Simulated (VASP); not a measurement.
The system is In3Se.

```xyz
4
Lattice="4.8038 0.0000 0.0000 0.0000 4.8038 0.0000 0.0000 0.0000 4.8038" Properties=species:S:1:pos:R:3 pbc="T T T"
In    0.0000    2.4019    2.4019
In    2.4019    0.0000    2.4019
In    2.4019    2.4019    0.0000
Se    0.0000    0.0000    0.0000
```

Base run:

| Quantity | Value |
| --- | --- |
| Program | VASP 6.6.1 |
| Functional | PBEsol |
| Potentials or basis | VASP PAW PBE potentials, release 64 (In_d, Se) |
| Cutoff | 500 eV |
| k mesh | 8 × 8 × 8, shifted |
| Occupations | gaussian, width 0.1 eV |
| Spin | no spin polarisation |

Its results: band gap on the k mesh zero (an odd number of electrons rules out a gap without spin polarisation); pressure -3.0 GPa.

Problem. The run is repeated on the same cell with these changes: k mesh from 8 × 8 × 8, shifted to 4 × 4 × 4, shifted. What comes out?

Solution. Band gap on the k mesh zero (an odd number of electrons rules out a gap without spin polarisation); pressure -3.6 GPa.

Caveats: the cell stands under tension; the PAW data sets were made with another functional, which shifts forces and pressure a little; spin-orbit coupling is left out, which moves the levels of the heavy elements.
